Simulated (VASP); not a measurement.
# TiC (Fm-3m) in VASP: a series of runs

Runs on TiC. Level: r2SCAN. Tasks: single point.

Everything below comes from runs of VASP 6.6.1. Logs are shortened: lines on timing, memory, paths and dates and some standing lists are left out, and cuts for length are marked.

### 1 The cell of the first run

Symmetry: Fm-3m, No. 225, cubic system. The conventional cell has a = 4.328 Å, b = 4.328 Å, c = 4.328 Å, α = 90.00°, β = 90.00°, γ = 90.00°. Within 2.9 Å of Ti (site symmetry m-3m) lie 6 C at 2.16 Å. Within 2.9 Å of C (site symmetry m-3m) lie 6 Ti at 2.16 Å.

### 2 Single point, r2SCAN

File POSCAR:

```
TiC
1.0
    0.0000000000      2.1640000000      2.1640000000
    2.1640000000      0.0000000000      2.1640000000
    2.1640000000      2.1640000000      0.0000000000
Ti C
1 1
Direct
    0.0000000000      0.0000000000      0.0000000000
    0.5000000000      0.5000000000      0.5000000000
```

File INCAR.step1:

```
PREC = Accurate
ENCUT = 910
ISMEAR = 0
SIGMA = 0.1
LREAL = False
LASPH = True
NELM = 120
NBANDS = 15
GGA = PE
ALGO = Normal
EDIFF = 1E-5
LWAVE = True
LCHARG = False
GGA_COMPAT = False
```

File INCAR.step2:

```
PREC = Accurate
ENCUT = 910
EDIFF = 1E-6
ISMEAR = 0
SIGMA = 0.1
LREAL = False
LASPH = True
NELM = 120
ALGO = Normal
ISIF = 2
LWAVE = False
LCHARG = True
METAGGA = R2SCAN
LMIXTAU = True
LELF = True
LVHAR = True
NBANDS = 15
ISTART = 1
GGA_COMPAT = False
```

File KPOINTS:

```
regular mesh
0
Gamma
  16 16 16
```

Potentials or basis: VASP PAW PBE potentials, release 64 (Ti_sv, C_h).

On the command line:

```bash
$ cat potpaw_PBE.64/Ti_sv/POTCAR potpaw_PBE.64/C_h/POTCAR > POTCAR
$ cp INCAR.step1 INCAR
$ mpirun -np 1 vasp_std > vasp.out
$ cp INCAR.step2 INCAR
$ mpirun -np 1 vasp_std > vasp.out
```

OUTCAR:

```text
PREC = Accurate
   ENCUT = 910
   EDIFF = 1E-6
   ISMEAR = 0
   LREAL = False
   LASPH = True
   NELM = 120
   ISIF = 2
   METAGGA = R2SCAN
   ISTART = 1

 ion  position               nearest neighbor table
   1  0.000  0.000  0.000-   2 2.16   2 2.16   2 2.16   2 2.16   2 2.16   2 2.16
   2  0.500  0.500  0.500-   1 2.16   1 2.16   1 2.16   1 2.16   1 2.16   1 2.16

  LATTYP: Found a face centered cubic cell.
 ALAT       =     4.3280000000

  Lattice vectors:

 A1 = (   0.0000000000,   2.1640000000,   2.1640000000)
 A2 = (   2.1640000000,   0.0000000000,   2.1640000000)
 A3 = (   2.1640000000,   2.1640000000,   0.0000000000)

Analysis of symmetry for initial positions (statically):
=====================================================================
 Subroutine PRICEL returns:
 Original cell was already a primitive cell.

 Routine SETGRP: Setting up the symmetry group for a
 face centered cubic supercell.

 Subroutine GETGRP returns: Found 48 space group operations
 (whereof 48 operations were pure point group operations)
 out of a pool of 48 trial point group operations.

The static configuration has the point symmetry O_h .

Analysis of symmetry for dynamics (positions and initial velocities):
=====================================================================
 Subroutine PRICEL returns:
 Original cell was already a primitive cell.

 Routine SETGRP: Setting up the symmetry group for a
 face centered cubic supercell.

 Subroutine GETGRP returns: Found 48 space group operations
 (whereof 48 operations were pure point group operations)
 out of a pool of 48 trial point group operations.

The dynamic configuration has the point symmetry O_h .

 Subroutine INISYM returns: Found 48 space group operations
 (whereof 48 operations are pure point group operations),
 and found     1 'primitive' translations

----------------------------------------------------------------------------------------

                                     Primitive cell

  volume of cell :      20.2676

  direct lattice vectors                    reciprocal lattice vectors
     0.000000000  2.164000000  2.164000000    -0.231053604  0.231053604  0.231053604
     2.164000000  0.000000000  2.164000000     0.231053604 -0.231053604  0.231053604
     2.164000000  2.164000000  0.000000000     0.231053604  0.231053604 -0.231053604

  length of vectors
     3.060358149  3.060358149  3.060358149     0.400196582  0.400196582  0.400196582

  position of ions in fractional coordinates (direct lattice)
     0.000000000  0.000000000  0.000000000
[... 83 lines left out ...]
   NFREE  =      0    steps in history (QN), initial steepest desc. (CG)
   ISIF   =      2    stress and relaxation
   ISYM   =      2    0-nonsym 1-usesym 2-fastsym
   POTIM  = 0.5000    time-step for ionic-motion
   TEBEG  =    0.0;   TEEND  =   0.0 temperature during run
   PSTRESS=    0.0 pullay stress
   NELECT =      16.0000    total number of electrons
   NUPDOWN=      -1.0000    fix difference up-down
   EMIN   =  10.00;   EMAX   =-10.00  energy-range for DOS
   EFERMI =   0.00;   METHOD = LEGACY
   ISMEAR =     0;   SIGMA  =   0.10  broadening in eV -4-tet -1-fermi 0-gaus
   EFERMI_NEDOS =   21; number of points for ismear=-14 and -15
   IALGO  =     38    algorithm
   IMIX   =      4    mixing-type and parameters
     AMIX     =   0.40;   BMIX     =  1.00
     AMIX_MAG =   1.60;   BMIX_MAG =  1.00
  volume/ion in A,a.u.               =      10.13        68.39
  Fermi-wavevector in a.u.,A,eV,Ry     =   1.513030  2.859212 31.147275  2.289260
  Thomas-Fermi vector in A             =   2.622876
   LORBIT       =      0    0 simple, 1 ext, 2 COOP (PROOUT), +10 PAW based schemes
   METAGGA = R2SCAN    functional components
   LHFCALC =     F    Hartree Fock is set to
   AEXX    =    0.0000 exact exchange contribution
   IVDW    =     0    specifies the selected vdW correction
   LEPSILON=     F    determine dielectric tensor
   LRPA    =     F    only Hartree local field effects (RPA)
 non-spin polarized calculation
 Gauss-broadening in eV      SIGMA  =   0.10
  energy-cutoff  :      910.00
  volume of cell :       20.27
 maximum number of plane-waves:      1295
   NGX = 15   NGY = 15   NGZ = 15

 number of electron      15.9999999 magnetization

 Free energy of the ion-electron system (eV)
  ---------------------------------------------------
  ext. energy  EPLUGINS =         0.00000000
  ---------------------------------------------------
  free energy    TOTEN  =       -24.87889820 eV

  energy without entropy =      -24.87688827  energy(sigma->0) =      -24.87789323

 E-fermi :   9.8524     XC(G=0): -13.6058

 val. band max:        9.8408228292   @ k =   0.4375   0.3750   0.0000
 cond. band min:       9.8611267074   @ k =   0.1875   0.1875   0.0000
 fundamental gap:      0.0203038782
 Fermi energy:         9.8523993329

 k-point     1 :       0.0000    0.0000    0.0000
  band No.  band energies     occupation
      1     -49.1144      2.00000
      2     -24.0922      2.00000
      3     -24.0921      2.00000
      4     -24.0921      2.00000
      5      -3.3590      2.00000
      6      10.7220      0.00000
      7      10.7220      0.00000
      8      10.7220      0.00000
      9      11.5251      0.00000
     10      11.5251      0.00000
     11      11.5251      0.00000
     12      11.5785      0.00000
     13      11.5786      0.00000
     14      21.0874      0.00000
[... 401 lines left out ...]
      2     -24.1409      2.00000
      3     -24.1055      2.00000
      4     -24.0931      2.00000
      5      -3.1194      2.00000
      6       9.6088      1.99943
      7       9.7242      1.93019
      8       9.8958      0.53912
      9      10.8375      0.00000
     10      11.3358      0.00000
     11      12.2196      0.00000
     12      12.7743      0.00000
     13      13.6594      0.00000
     14      21.5237      0.00000
     15      24.7239      0.00000

 [... further k-points ...]
[... 5 lines left out ...]
  --------------------------------------------------------------------------------------
  -------------------------------------------------------------------------------------
  Total        0.1007002      0.1007002      0.1007002      0.0000000     -0.0000000      0.0000000
  in kB        7.9604745      7.9604745      7.9604745      0.0000000     -0.0000000      0.0000000
  external PRESSURE =       7.9604745 kB  Pullay stress =       0.0000000 kB

 VOLUME and BASIS-vectors are now :
 -----------------------------------------------------------------------------
  energy-cutoff  :      910.00
  volume of cell :       20.27
      direct lattice vectors                 reciprocal lattice vectors
     0.000000000  2.164000000  2.164000000    -0.231053604  0.231053604  0.231053604
     2.164000000  0.000000000  2.164000000     0.231053604 -0.231053604  0.231053604
     2.164000000  2.164000000  0.000000000     0.231053604  0.231053604 -0.231053604

 POSITION                                       TOTAL-FORCE (eV/Angst)
 -----------------------------------------------------------------------------------
      0.00000      0.00000      0.00000        -0.000000      0.000000      0.000000
      2.16400      2.16400      2.16400         0.000000     -0.000000     -0.000000
 -----------------------------------------------------------------------------------
    total drift:                               -0.000000      0.000000      0.000000

  FREE ENERGIE OF THE ION-ELECTRON SYSTEM (eV)
  ---------------------------------------------------
  free  energy   TOTEN  =       -24.8788982016 eV

  energy  without entropy=      -24.8768882667  energy(sigma->0) =      -24.87789323
```

Run time: 6.2 min. Hardware: 1 thread of AMD EPYC 7R43 (Zen 3), shared host; peak memory 0.22 GiB.

Results:

```yaml
Free_energy: -24.8789 eV
Pressure: 0.8 GPa
Band_gap_on_the_k_mesh: zero (bands 8 and 9 overlap by 1.32 eV)
```

Caveat: the cutoff is under 1.25 times the usual one of these potentials, so pressure, stress and relaxed cells hold a basis-set (Pulay) error; the PAW data sets were made with another functional, which shifts forces and pressure a little.

### 3 Single point, r2SCAN

POSCAR is that of step 2.

File INCAR.step1:

```
PREC = Accurate
ENCUT = 520
ISMEAR = 0
SIGMA = 0.15
LREAL = F
LASPH = T
NELM = 60
NBANDS = 15
GGA = PE
ALGO = Normal
EDIFF = 1E-4
LWAVE = T
LCHARG = F
```

File INCAR.step2:

```
PREC = Accurate
ENCUT = 520
EDIFF = 1E-6
ISMEAR = 0
SIGMA = 0.15
LREAL = F
LASPH = T
NELM = 60
ALGO = Normal
ISIF = 2
LWAVE = F
LCHARG = F
METAGGA = R2SCAN
LMIXTAU = T
NBANDS = 15
ISTART = 1
```

File KPOINTS:

```
regular mesh
0
Gamma
  26 26 26
```

Potentials or basis: VASP PAW PBE potentials, release 64 (Ti_sv, C).

On the command line:

```bash
$ cat potpaw_PBE.64/Ti_sv/POTCAR potpaw_PBE.64/C/POTCAR > POTCAR
$ cp INCAR.step1 INCAR
$ mpirun -np 1 vasp_std > vasp.out
$ cp INCAR.step2 INCAR
$ mpirun -np 1 vasp_std > vasp.out
```

Wall time 4.8 min (1 thread of Intel Xeon Platinum 8488C (Sapphire Rapids), shared host); peak memory 0.28 GiB.

It converged, with:

```yaml
Free_energy: -24.8704 eV
Pressure: 0.9 GPa
Band_gap_on_the_k_mesh: zero (bands 8 and 9 overlap by 1.33 eV)
```

Levels at points of the mesh, in eV from the Fermi level:
| k point | band 5 | band 6 | band 7 | band 8 | band 9 | band 10 | band 11 | band 12 |
| --- | --- | --- | --- | --- | --- | --- | --- | --- |
| (0.00, 0.00, 0.00) | -13.22 | 0.86 | 0.86 | 0.86 | 1.66 | 1.66 | 1.66 | 1.72 |
| (0.50, 0.00, 0.00) | -9.71 | -6.11 | -3.14 | -3.14 | 3.14 | 3.14 | 4.38 | 8.53 |
| (0.50, 0.50, 0.00) | -10.95 | -3.69 | -1.53 | -0.15 | -0.15 | 2.73 | 3.78 | 3.78 |

Caveat: the PAW data sets were made with another functional, which shifts forces and pressure a little.
